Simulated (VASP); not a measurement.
# SnH in VASP: a series of runs, part 2 of 2

VASP 6.6.1. Earlier steps stand in the parts before.

## 4. Relaxation of cell and atoms, PBE

The input, INCAR:

```
PREC = Accurate
ENCUT = 600
EDIFF = 1E-6
ISMEAR = 0
SIGMA = 0.1
LREAL = F
LASPH = T
NELM = 60
ALGO = Normal
ISIF = 3
LWAVE = F
LCHARG = F
GGA = PE
IBRION = 2
NSW = 100
EDIFFG = -0.01
```

The input, KPOINTS:

```
Automatic mesh
0
Gamma
  18 18 18
```

The input, POSCAR:

```
SnH
1.0
    3.1305832138      0.0000000000      0.0000000000
    0.0000000000      3.1305832138      0.0000000000
    0.0000000000      0.0000000000      3.1367198197
Sn H
1 1
Direct
    0.5000000000      0.5000000000      0.5000000000
    0.0000000000      0.0000000000      0.0000000000
```

Potentials or basis: VASP PAW PBE potentials, release 64 (Sn_d, H).

Command:

```
cat potpaw_PBE.64/Sn_d/POTCAR potpaw_PBE.64/H/POTCAR > POTCAR
mpirun -np 1 vasp_std > vasp.out
```

OUTCAR:

```text
PREC = Accurate
   ENCUT = 600
   EDIFF = 1E-6
   ISMEAR = 0
   LREAL = F
   LASPH = T
   NELM = 60
   ISIF = 3
   GGA = PE
   IBRION = 2
   NSW = 100
   EDIFFG = -0.01

 ion  position               nearest neighbor table
   1  0.500  0.500  0.500-
   2  0.000  0.000  0.000-

  LATTYP: Found a simple tetragonal cell.
 ALAT       =     3.1305832138
 C/A-ratio  =     1.0019602117

  Lattice vectors:

 A1 = (   3.1305832138,   0.0000000000,   0.0000000000)
 A2 = (   0.0000000000,   3.1305832138,   0.0000000000)
 A3 = (   0.0000000000,   0.0000000000,   3.1367198197)

Analysis of symmetry for initial positions (statically):
=====================================================================
 Subroutine PRICEL returns:
 Original cell was already a primitive cell.

 Routine SETGRP: Setting up the symmetry group for a
 simple tetragonal supercell.

 Subroutine GETGRP returns: Found 16 space group operations
 (whereof 16 operations were pure point group operations)
 out of a pool of 16 trial point group operations.

The static configuration has the point symmetry D_4h.

Analysis of symmetry for dynamics (positions and initial velocities):
=====================================================================
 Subroutine PRICEL returns:
 Original cell was already a primitive cell.

 Routine SETGRP: Setting up the symmetry group for a
 simple tetragonal supercell.

 Subroutine GETGRP returns: Found 16 space group operations
 (whereof 16 operations were pure point group operations)
 out of a pool of 16 trial point group operations.

The dynamic configuration has the point symmetry D_4h.

 Subroutine INISYM returns: Found 16 space group operations
 (whereof 16 operations are pure point group operations),
 and found     1 'primitive' translations

[... 171 lines left out ...]

  FREE ENERGIE OF THE ION-ELECTRON SYSTEM (eV)
  ---------------------------------------------------
  free  energy   TOTEN  =        -5.9529292010 eV

  energy  without entropy=       -5.9488771869  energy(sigma->0) =       -5.95090319

--------------------------------------- Ionic step        2  -------------------------------------------

 number of electron      15.0000000 magnetization

 Free energy of the ion-electron system (eV)
  ---------------------------------------------------
  ext. energy  EPLUGINS =         0.00000000
  ---------------------------------------------------
  free energy    TOTEN  =        -5.95294537 eV

  energy without entropy =       -5.94889682  energy(sigma->0) =       -5.95092109

 E-fermi :   7.1080     XC(G=0): -10.3734

 val. band max:        7.1063387741   @ k =   0.3889   0.1667   0.2778
 cond. band min:       7.1091775788   @ k =   0.5000   0.3333   0.3333
 fundamental gap:      0.0028388047
 Fermi energy:         7.1079588410

 k-point     1 :       0.0000    0.0000    0.0000
  band No.  band energies     occupation
      1     -14.6361      2.00000
      2     -14.6352      2.00000
      3     -14.3075      2.00000
      4     -14.3075      2.00000
      5     -14.3065      2.00000
      6      -4.1966      2.00000
      7       8.4055      0.00000
      8      11.5534      0.00000
      9      11.5908      0.00000
     10      11.5908      0.00000
     11      15.1085      0.00000
[... 309 lines left out ...]
 k-point    24 :       0.3333    0.1111    0.0000
  band No.  band energies     occupation
      1     -14.6022      2.00000
      2     -14.4310      2.00000
      3     -14.3824      2.00000
      4     -14.3693      2.00000
      5     -14.3118      2.00000
      6      -2.2513      2.00000
      7       3.2566      2.00000
      8       9.7712      0.00000
      9      12.5529      0.00000
     10      13.4250      0.00000
     11      17.1310      0.00000

 [... further k-points ...]

------------------------ aborting loop because EDIFF is reached ----------------------------------------

  FORCE on cell =-STRESS in cart. coord.  units (eV):
  Direction    XX          YY          ZZ          XY          YZ          ZX
  --------------------------------------------------------------------------------------
  -------------------------------------------------------------------------------------
  Total        0.0065166      0.0065166     -0.0153984      0.0000000      0.0000000     -0.0000000
  in kB        0.3399280      0.3399280     -0.8032354      0.0000000      0.0000000     -0.0000000
  external PRESSURE =      -0.0411265 kB  Pullay stress =       0.0000000 kB

 VOLUME and BASIS-vectors are now :
 -----------------------------------------------------------------------------
  energy-cutoff  :      600.00
  volume of cell :       30.71
      direct lattice vectors                 reciprocal lattice vectors
     3.130377232  0.000000000 -0.000000000     0.319450317  0.000000000  0.000000000
     0.000000000  3.130377232  0.000000000     0.000000000  0.319450317  0.000000000
    -0.000000000  0.000000000  3.134370138     0.000000000  0.000000000  0.319043366

 POSITION                                       TOTAL-FORCE (eV/Angst)
 -----------------------------------------------------------------------------------
      1.56519      1.56519      1.56719        -0.000000      0.000000      0.000000
      0.00000      0.00000      0.00000         0.000000      0.000000      0.000000
 -----------------------------------------------------------------------------------
    total drift:                                0.000000      0.000000      0.000000

  FREE ENERGIE OF THE ION-ELECTRON SYSTEM (eV)
  ---------------------------------------------------
  free  energy   TOTEN  =        -5.9529453688 eV

  energy  without entropy=       -5.9488968172  energy(sigma->0) =       -5.95092109

 reached required accuracy - stopping structural energy minimisation
```

OSZICAR:

```text
N       E                     dE             d eps       ncg     rms          rms(c)
DAV:   1     0.724937956393E+02    0.72494E+02   -0.81927E+03 12148   0.203E+03
DAV:   2    -0.167405670202E+01   -0.74168E+02   -0.72193E+02 12259   0.349E+02
DAV:   3    -0.604879804213E+01   -0.43747E+01   -0.42744E+01 14405   0.777E+01
DAV:   4    -0.614285013419E+01   -0.94052E-01   -0.93949E-01 13249   0.124E+01
DAV:   5    -0.614612227332E+01   -0.32721E-02   -0.32721E-02 14276   0.230E+00    0.234E+00
DAV:   6    -0.596723594461E+01    0.17889E+00   -0.26510E-01 14446   0.511E+00    0.954E-01
DAV:   7    -0.595281765416E+01    0.14418E-01   -0.67074E-02 13620   0.186E+00    0.341E-01
DAV:   8    -0.595296474145E+01   -0.14709E-03   -0.70426E-03 13696   0.101E+00    0.592E-02
DAV:   9    -0.595292936067E+01    0.35381E-04   -0.16867E-04 16097   0.152E-01    0.383E-02
DAV:  10    -0.595292646723E+01    0.28934E-05   -0.11825E-04 15125   0.162E-01    0.165E-02
DAV:  11    -0.595292823365E+01   -0.17664E-05   -0.91691E-06 13398   0.377E-02    0.511E-03
DAV:  12    -0.595292920104E+01   -0.96739E-06   -0.12080E-06  8930   0.136E-02
   1 F= -.59529292E+01 E0= -.59509032E+01  d E =-.595293E+01
       N       E                     dE             d eps       ncg     rms          rms(c)
DAV:   1    -0.595310529124E+01   -0.17706E-03   -0.34862E-03 13918   0.110E+00    0.658E-02
DAV:   2    -0.595297998255E+01    0.12531E-03   -0.20895E-04 13967   0.300E-01    0.322E-02
DAV:   3    -0.595294510517E+01    0.34877E-04   -0.88936E-05 15959   0.188E-01    0.564E-03
DAV:   4    -0.595294536880E+01   -0.26362E-06   -0.51116E-06 13474   0.362E-02
   2 F= -.59529454E+01 E0= -.59509211E+01  d E =-.161678E-04
```

Run time: 2.2 min. Hardware: 1 thread of Intel Xeon Platinum 8488C (Sapphire Rapids), shared host; peak memory 0.37 GiB.

Results:

```yaml
Free_energy: -5.9529 eV
Relaxed_volume: 15.36 Å³/atom
Relaxed_cell: a = 3.130 Å, b = 3.130 Å, c = 3.134 Å, α = 90.00°, β = 90.00°, γ = 90.00°
Space_group_after_relaxing_to_0.1_Å: Pm-3m (No. 221)
Energy_gained_by_relaxing: 0.0 meV/atom
Ionic_steps: 2
Pressure_after_relaxing: 0.0 GPa
Band_gap_on_the_k_mesh: zero (an odd number of electrons rules out a gap without spin polarisation)
```

Final structure:
```yaml
crystal:
  lattice:
    - [3.13038, 0.00000, 0.00000]
    - [0.00000, 3.13038, 0.00000]
    - [0.00000, 0.00000, 3.13437]
  atoms:
    - { symbol: Sn, position: [0.50000, 0.50000, 0.50000] }
    - { symbol: H, position: [0.00000, 0.00000, 0.00000] }
```

Levels at points of the mesh, in eV from the Fermi level:
```csv
k point,band 4,band 5,band 6,band 7,band 8,band 9,band 10,band 11
"(0.00, 0.00, 0.00)",-21.42,-21.41,-11.30,1.30,4.45,4.48,4.48,8.00
"(0.50, 0.00, 0.00)",-21.49,-21.41,-7.90,-6.50,3.97,7.08,7.12,10.84
"(0.50, 0.50, 0.00)",-21.49,-21.32,-4.86,-2.83,-2.49,-2.49,9.65,11.39
"(0.00, 0.00, 0.50)",-21.49,-21.41,-7.92,-6.50,3.98,7.11,7.11,10.85
"(0.50, 0.00, 0.50)",-21.49,-21.32,-4.88,-2.83,-2.50,-2.49,9.68,11.41
"(0.50, 0.50, 0.50)",-21.32,-21.31,-1.56,-1.50,-0.11,-0.11,-0.10,4.73
```

Caveat: spin-orbit coupling is left out, which moves the levels of the heavy elements.

## 5. The runs side by side

```tsv
task	cell	k mesh	cutoff (eV)	gap on the mesh (eV)	pressure (GPa)
single point	a = 3.131, b = 3.131, c = 3.137 Å, 2 atoms	18 × 18 × 14	520	none	-0.1
single point	a = 3.131 Å, 2 atoms	18 × 18 × 18	520	none	-0.1
relaxation of cell and atoms	relaxed from a = 3.131, b = 3.131, c = 3.137 Å, 2 atoms	18 × 18 × 18	600	none	0.0
```

Alike in all rows: level PBE; potentials or basis VASP PAW PBE potentials, release 64 (Sn_d, H); no spin polarisation; smearing gaussian 0.1 eV.

Caveats: spin-orbit coupling is left out, which moves the levels of the heavy elements.

Absolute energies hang on the potentials; compare differences alone.
